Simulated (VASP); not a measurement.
Crystal: AlN.

```
CELL_PARAMETERS angstrom
3.11300 0.00000 0.00000
-1.55650 2.69594 0.00000
0.00000 0.00000 4.98100
ATOMIC_POSITIONS crystal
Al 0.66667 0.33333 0.50000
Al 0.33333 0.66667 0.00000
N 0.66667 0.33333 0.88000
N 0.33333 0.66667 0.38000
```

Base run:

| Property | Result |
| --- | --- |
| Program | VASP 6.6.1 |
| Functional | PBE |
| Potentials or basis | VASP PAW PBE potentials, release 64 (Al, N) |
| Cutoff | 520 eV |
| k mesh | 10 × 10 × 6 |
| Occupations | gaussian, width 0.01 eV |
| Spin | no spin polarisation |

Its results: band gap on the k mesh 4.22 eV; electronic dielectric tensor (diagonal) 4.44, 4.44, 4.64.

Q: The run is repeated on the same cell with these changes: functional from PBE to PBEsol. What comes out?

A: Band gap on the k mesh 4.15 eV; electronic dielectric tensor (diagonal) 4.49, 4.49, 4.70.

A k mesh can miss the band edges.
